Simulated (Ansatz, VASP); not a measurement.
# Two plane-wave programs on Sc

```xyz
2
Lattice="3.4760 0.0000 0.0000 -1.7380 3.0103 0.0000 0.0000 0.0000 5.4457" Properties=species:S:1:pos:R:3 pbc="T T T"
Sc    0.0000    2.0069    1.3614
Sc    1.7380    1.0034    4.0842
```

Alike in both runs: task single point; functional revPBE; k mesh 18 × 18 × 10; occupations fermi-dirac, width 0.1 eV; no spin polarisation.

|  | VASP | Ansatz |
| --- | --- | --- |
| version | VASP 6.6.1 | Ansatz 0.2.0 |
| potentials or method | VASP PAW PBE potentials, release 64 (Sc_sv), cutoff 520 eV | plane waves (420 eV) with PAW, scalar-relativistic |
| valence electrons in the cell | 22 | 22 |

Ansatz gave:

| Quantity | Value |
| --- | --- |
| pressure (GPa) | -4.8 |
| traceless stress, the component that is largest in VASP (GPa) | 0.15 |

Question: Which values does VASP return?

Answer: Pressure (GPa): -4.7; traceless stress, the component that is largest in VASP (GPa): 0.15.

VASP's potentials were made for PBE, not for revPBE. The functional is the same, so the differences come from potentials, cutoffs and numerics.
